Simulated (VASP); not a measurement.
# Si3Te in VASP: a series of runs

Si3Te is run at these levels: PBE; tasks: relaxation of cell and atoms, single point.

Everything below comes from runs of VASP 6.6.1. Logs are shortened: lines on timing, memory, paths and dates and some standing lists are left out, and cuts for length are marked.

### 1 The cell of the first run

The structure is tetragonal, space group P4/mmm (No. 123). Conventional cell: a = 3.066 Å, b = 3.066 Å, c = 8.292 Å, α = 90.00°, β = 90.00°, γ = 90.00°. Within 4.4 Å of Si (site symmetry 4/mmm) lie 16 Si at 3.07 to 4.34 Å and 2 Te at 4.15 Å. Si (site symmetry 4mm) has 4 Te at 2.87 Å and 9 Si at 3.07 to 3.75 Å within 3.8 Å. Te (site symmetry 4/mmm) has 8 Si at 2.87 Å and 4 Te at 3.07 Å within 3.8 Å.

The cell was generated, and may not be a known phase.

### 2 Relaxation of cell and atoms, PBE

Contents of INCAR:

```
ALGO     = Normal         # electronic algorithm
EDIFF    = 1E-7           # SCF threshold, eV
EDIFFG   = -0.04          # ionic threshold
ENCUT    = 500            # plane-wave cutoff, eV
GGA      = PE             # functional
GGA_COMPAT= F            
IBRION   = 2              # ionic algorithm
ISIF     = 3              # what is computed and relaxed
ISMEAR   = 0              # smearing method
LASPH    = T              # aspherical terms in the spheres
LCHARG   = F              # write CHGCAR
LREAL    = F              # projectors in reciprocal space
LWAVE    = F              # write WAVECAR
NELM     = 120            # most SCF steps
NELMIN   = 4            
NSW      = 90             # ionic steps
PREC     = Accurate       # precision mode
SIGMA    = 0.1            # smearing width, eV
```

Contents of KPOINTS:

```
k-points
0
Gamma
  6 6 2
```

Contents of POSCAR:

```
Si3Te
1.0
    3.0662038100      0.0000000000      0.0000000000
    0.0000000000      3.0662038100      0.0000000000
    0.0000000000      0.0000000000      8.2916719000
Si Te
3 1
Direct
    0.0000000000      0.0000000000      0.5000000000
    0.5000000000      0.5000000000      0.2261155100
    0.5000000000      0.5000000000      0.7738844900
    0.0000000000      0.0000000000      0.0000000000
```

Potentials or basis: VASP PAW PBE potentials, release 64 (Si, Te).

Launch:

```sh
$ cat potpaw_PBE.64/Si/POTCAR potpaw_PBE.64/Te/POTCAR > POTCAR
$ mpirun -np 1 vasp_std > vasp.out
```

OUTCAR:

```text
EDIFF = 1E-7
   EDIFFG = -0.04
   ENCUT = 500
   GGA = PE
   IBRION = 2
   ISIF = 3
   ISMEAR = 0
   LASPH = T
   LREAL = F
   NELM = 120
   NELMIN = 4
   NSW = 90
   PREC = Accurate

 ion  position               nearest neighbor table
   1  0.000  0.000  0.500-   2 3.14   3 3.14   2 3.14   3 3.14   2 3.14   3 3.14   2 3.14   3 3.14

   2  0.500  0.500  0.226-   4 2.87   4 2.87   4 2.87   4 2.87   1 3.14   1 3.14   1 3.14   1 3.14

   3  0.500  0.500  0.774-   4 2.87   4 2.87   4 2.87   4 2.87   1 3.14   1 3.14   1 3.14   1 3.14

   4  0.000  0.000  0.000-   2 2.87   3 2.87   2 2.87   3 2.87   2 2.87   3 2.87   2 2.87   3 2.87

  LATTYP: Found a simple tetragonal cell.
 ALAT       =     3.0662038100
 C/A-ratio  =     2.7042142055

  Lattice vectors:

 A1 = (   3.0662038100,   0.0000000000,   0.0000000000)
 A2 = (   0.0000000000,   3.0662038100,   0.0000000000)
 A3 = (   0.0000000000,   0.0000000000,   8.2916719000)

Analysis of symmetry for initial positions (statically):
=====================================================================
 Subroutine PRICEL returns:
 Original cell was already a primitive cell.

 Routine SETGRP: Setting up the symmetry group for a
 simple tetragonal supercell.

 Subroutine GETGRP returns: Found 16 space group operations
 (whereof 16 operations were pure point group operations)
 out of a pool of 16 trial point group operations.

The static configuration has the point symmetry D_4h.

Analysis of symmetry for dynamics (positions and initial velocities):
=====================================================================
 Subroutine PRICEL returns:
 Original cell was already a primitive cell.

 Routine SETGRP: Setting up the symmetry group for a
 simple tetragonal supercell.

 Subroutine GETGRP returns: Found 16 space group operations
 (whereof 16 operations were pure point group operations)
 out of a pool of 16 trial point group operations.

The dynamic configuration has the point symmetry D_4h.

 Subroutine INISYM returns: Found 16 space group operations
 (whereof 16 operations are pure point group operations),
 and found     1 'primitive' translations

----------------------------------------------------------------------------------------

                                     Primitive cell

  volume of cell :      77.9550

  direct lattice vectors                    reciprocal lattice vectors
     3.066203810  0.000000000  0.000000000     0.326136181  0.000000000  0.000000000
     0.000000000  3.066203810  0.000000000     0.000000000  0.326136181  0.000000000
     0.000000000  0.000000000  8.291671900     0.000000000  0.000000000  0.120602939

  length of vectors
     3.066203810  3.066203810  8.291671900     0.326136181  0.326136181  0.120602939

  position of ions in fractional coordinates (direct lattice)
     0.000000000  0.000000000  0.500000000
     0.500000000  0.500000000  0.226115510
     0.500000000  0.500000000  0.773884490
     0.000000000  0.000000000  0.000000000

  ion indices of the primitive-cell ions
   primitive index   ion index
                 1           1
                 2           2
                 3           3
                 4           4

----------------------------------------------------------------------------------------

 KPOINTS: k-points

Automatic generation of k-mesh.
 Grid dimensions read from file:
 generate k-points for:    6    6    2

 Generating k-lattice:

  Cartesian coordinates                     Fractional coordinates (reciprocal lattice)
     0.054356030  0.000000000  0.000000000     0.166666667  0.000000000  0.000000000
     0.000000000  0.054356030  0.000000000     0.000000000  0.166666667  0.000000000
     0.000000000  0.000000000  0.060301469     0.000000000  0.000000000  0.500000000

  Length of vectors
     0.054356030  0.054356030  0.060301469

  Shift w.r.t. Gamma in fractional coordinates (k-lattice)
     0.000000000  0.000000000  0.000000000

 Subroutine IBZKPT returns following result:
 ===========================================

 Found     20 irreducible k-points:

 Following reciprocal coordinates:
            Coordinates               Weight
  0.000000  0.000000  0.000000      1.000000
  0.166667  0.000000  0.000000      4.000000
  0.333333  0.000000  0.000000      4.000000
  0.500000  0.000000  0.000000      2.000000
  0.166667  0.166667  0.000000      4.000000
  0.333333  0.166667  0.000000      8.000000
[... 12 lines left out ...]
  0.500000  0.333333  0.500000      4.000000
  0.500000  0.500000  0.500000      1.000000
   k-points           NKPTS =     20   k-points in BZ     NKDIM =     20   number of bands    NBANDS=     13
   number of dos      NEDOS =    301   number of ions     NIONS =      4
   total plane-waves  NPLWV =  34560
   dimension x,y,z NGX =    24 NGY =   24 NGZ =   60
   dimension x,y,z NGXF=    48 NGYF=   48 NGZF=  120
   ions per type =               3   1
   NGX,Y,Z   is equivalent  to a cutoff of  13.01, 13.01, 12.03 a.u.
   NGXF,Y,Z  is equivalent  to a cutoff of  26.03, 26.03, 24.06 a.u.
 SYSTEM =  unknown system
   PREC   = accura    normal or accurate (medium, high low for compatibility)
   ISTART =      0    job   : 0-new  1-cont  2-samecut
   ICHARG =      2    charge: 1-file 2-atom 10-const
   ISPIN  =      1    spin polarized calculation?
   LNONCOLLINEAR =      F non collinear calculations
   LSORBIT =      F    spin-orbit coupling
   LASPH  =      T    aspherical Exc in radial PAW
   ENCUT  =  500.0 eV  36.75 Ry    6.06 a.u.   5.59  5.59 15.12*2*pi/ulx,y,z
   NELM   =    120;   NELMIN=  4; NELMDL= -5     # of ELM steps
   EDIFF  = 0.1E-06   stopping-criterion for ELM
   LREAL  =      F    real-space projection
   EDIFFG = -.4E-01   stopping-criterion for IOM
   NSW    =     90    number of steps for IOM
   IBRION =      2    ionic relax: 0-MD 1-quasi-New 2-CG
   NFREE  =      1    steps in history (QN), initial steepest desc. (CG)
   ISIF   =      3    stress and relaxation
   ISYM   =      2    0-nonsym 1-usesym 2-fastsym
   POTIM  = 0.5000    time-step for ionic-motion
   TEBEG  =    0.0;   TEEND  =   0.0 temperature during run
   PSTRESS=    0.0 pullay stress
   NELECT =      18.0000    total number of electrons
   NUPDOWN=      -1.0000    fix difference up-down
   EMIN   =  10.00;   EMAX   =-10.00  energy-range for DOS
   EFERMI =   0.00;   METHOD = LEGACY
   ISMEAR =     0;   SIGMA  =   0.10  broadening in eV -4-tet -1-fermi 0-gaus
   EFERMI_NEDOS =   21; number of points for ismear=-14 and -15
   IALGO  =     38    algorithm
   IMIX   =      4    mixing-type and parameters
     AMIX     =   0.40;   BMIX     =  1.00
     AMIX_MAG =   1.60;   BMIX_MAG =  1.00
  volume/ion in A,a.u.               =      19.49       131.52
  Fermi-wavevector in a.u.,A,eV,Ry     =   1.004348  1.897943 13.724404  1.008715
  Thomas-Fermi vector in A             =   2.136958
   LORBIT       =      0    0 simple, 1 ext, 2 COOP (PROOUT), +10 PAW based schemes
   GGA     = PE    functional components
   LHFCALC =     F    Hartree Fock is set to
   AEXX    =    0.0000 exact exchange contribution
   IVDW    =     0    specifies the selected vdW correction
   LEPSILON=     F    determine dielectric tensor
   LRPA    =     F    only Hartree local field effects (RPA)
 conjugate gradient relaxation of ions
 non-spin polarized calculation
 Gauss-broadening in eV      SIGMA  =   0.10
  energy-cutoff  :      500.00
  volume of cell :       77.96
 maximum number of plane-waves:      1999
 NGX is ok and might be reduce to    24
   NGX = 11   NGY = 11   NGZ = 31

--------------------------------------- Ionic step        1  -------------------------------------------

 number of electron      17.9999998 magnetization

 Free energy of the ion-electron system (eV)
  ---------------------------------------------------
  ext. energy  EPLUGINS =         0.00000000
  ---------------------------------------------------
  free energy    TOTEN  =       -15.57748347 eV

  energy without entropy =      -15.56580871  energy(sigma->0) =      -15.57164609

------------------------ aborting loop because EDIFF is reached ----------------------------------------

  FORCE on cell =-STRESS in cart. coord.  units (eV):
  Direction    XX          YY          ZZ          XY          YZ          ZX
  --------------------------------------------------------------------------------------
  -------------------------------------------------------------------------------------
  Total        3.0340142      3.0340142     -0.2906081      0.0000000      0.0000000      0.0000000
  in kB       62.3568329     62.3568329     -5.9727470      0.0000000      0.0000000      0.0000000
  external PRESSURE =      39.5803063 kB  Pullay stress =       0.0000000 kB
[... 95 lines left out ...]
  FREE ENERGIE OF THE ION-ELECTRON SYSTEM (eV)
  ---------------------------------------------------
  free  energy   TOTEN  =       -15.9823587912 eV

  energy  without entropy=      -15.9710667364  energy(sigma->0) =      -15.97671276

[... ionic steps 4 to 14 ...]

--------------------------------------- Ionic step       15  -------------------------------------------

 number of electron      18.0000003 magnetization

------------------------ aborting loop because EDIFF is reached ----------------------------------------

  FORCE on cell =-STRESS in cart. coord.  units (eV):
  Direction    XX          YY          ZZ          XY          YZ          ZX
  --------------------------------------------------------------------------------------
  -------------------------------------------------------------------------------------
  Total       -0.0090688     -0.0090688      0.2163733      0.0000000      0.0000000     -0.0000000
  in kB       -0.1947878     -0.1947878      4.6474351      0.0000000      0.0000000     -0.0000000
  external PRESSURE =       1.4192865 kB  Pullay stress =       0.0000000 kB
[... 61 lines left out ...]
  energy  without entropy=      -17.2076677000  energy(sigma->0) =      -17.21363318

--------------------------------------- Ionic step       17  -------------------------------------------

 number of electron      18.0000003 magnetization

 Free energy of the ion-electron system (eV)
  ---------------------------------------------------
  ext. energy  EPLUGINS =         0.00000000
  ---------------------------------------------------
  free energy    TOTEN  =       -17.22049033 eV

  energy without entropy =      -17.20911832  energy(sigma->0) =      -17.21480432

 E-fermi :   8.8863     XC(G=0): -10.6276

 val. band max:        8.7608721721   @ k =   0.3333   0.0000   0.5000
 cond. band min:       8.9178122932   @ k =   0.3333   0.3333   0.5000
 fundamental gap:      0.1569401211
 Fermi energy:         8.8862578088

 k-point     1 :       0.0000    0.0000    0.0000
  band No.  band energies     occupation
      1      -5.2204      2.00000
      2      -2.4487      2.00000
      3      -0.3171      2.00000
      4       6.7422      2.00000
      5       6.7422      2.00000
      6       6.7494      2.00000
      7       8.6660      1.99816
      8       8.7468      1.95146
      9       9.4522      0.00000
     10       9.4522      0.00000
     11      10.6291      0.00000
     12      11.0629      0.00000
     13      11.0629      0.00000
[... 333 lines left out ...]
  FREE ENERGIE OF THE ION-ELECTRON SYSTEM (eV)
  ---------------------------------------------------
  free  energy   TOTEN  =       -17.2204903276 eV

  energy  without entropy=      -17.2091183181  energy(sigma->0) =      -17.21480432

 reached required accuracy - stopping structural energy minimisation
```

Run time: 5.6 min. Hardware: 1 thread of Intel Xeon 8259CL, shared host; peak memory 0.17 GiB.

What came out:

```
Free energy                           : -17.2205 eV
Relaxed volume                        : 18.72 Å³/atom
Relaxed cell                          : a = 3.429 Å, b = 3.429 Å, c = 6.370 Å, α = 90.00°, β = 90.00°, γ = 90.00°
Space group after relaxing (to 0.1 Å) : P4/mmm (No. 123)
Energy gained by relaxing             : 410.8 meV/atom
Ionic steps                           : 17
Pressure after relaxing               : -0.1 GPa
Largest force after relaxing          : 0.029 eV/Å
Band gap on the k mesh                : zero (bands 9 and 10 overlap by 4.38 eV)
```

Forces in eV/Å, atoms in the order of the input:
```
Si   0.000  0.000  0.000
Si   0.000  0.000  0.029
Si   0.000  0.000 -0.029
Te   0.000  0.000  0.000
```

Step by step:
| step | energy change (eV) | largest force (eV/Å) | pressure (GPa) | volume (Å³) |
| --- | --- | --- | --- | --- |
| 1 | 0.0000 | 1.7708 | 3.96 | 77.96 |
| 2 | -0.3377 | 1.1391 | -2.07 | 83.47 |
| 3 | -0.4049 | 0.9862 | -4.40 | 86.51 |
| 4 | -0.7916 | 1.1520 | -3.55 | 81.77 |
| 5 | -1.3235 | 0.6941 | 7.02 | 67.86 |
| 6 | -1.4779 | 0.2398 | 6.02 | 68.52 |
| 7 | -1.4793 | 0.3386 | 6.18 | 68.56 |
| 8 | -1.5738 | 0.1860 | 2.34 | 71.70 |
| 9 | -1.5873 | 0.0302 | -2.36 | 76.59 |
| 10 | -1.6001 | 0.0739 | -0.52 | 74.57 |
| 11 | -1.6114 | 0.0228 | -0.39 | 74.54 |
| 12 | -1.6407 | 0.1435 | 0.13 | 74.43 |
| 13 | -1.6407 | 0.1373 | 0.19 | 74.41 |
| 14 | -1.6407 | 0.1410 | 0.16 | 74.42 |
| 15 | -1.6420 | 0.0784 | 0.14 | 74.59 |
| 16 | -1.6421 | 0.0514 | 0.13 | 74.65 |
| 17 | -1.6430 | 0.0290 | -0.07 | 74.88 |

Final structure:
```
CELL_PARAMETERS angstrom
3.42861 0.00000 0.00000
0.00000 3.42861 0.00000
0.00000 0.00000 6.36986
ATOMIC_POSITIONS crystal
Si 0.00000 0.00000 0.50000
Si 0.50000 0.50000 0.30602
Si 0.50000 0.50000 0.69398
Te 0.00000 0.00000 0.00000
```

Caveat: the k points lie up to 0.49 Å⁻¹ apart in the final cell, too coarse for converged energies and pressures of a metal; a cell axis changed by over 15 % at a fixed basis, so the end point is rough; spin-orbit coupling is left out, which moves the levels of the heavy elements.

(Part 1 of 3 ends here.)

The gap in the log of VASP goes by the Fermi energy; the results here count the filled bands.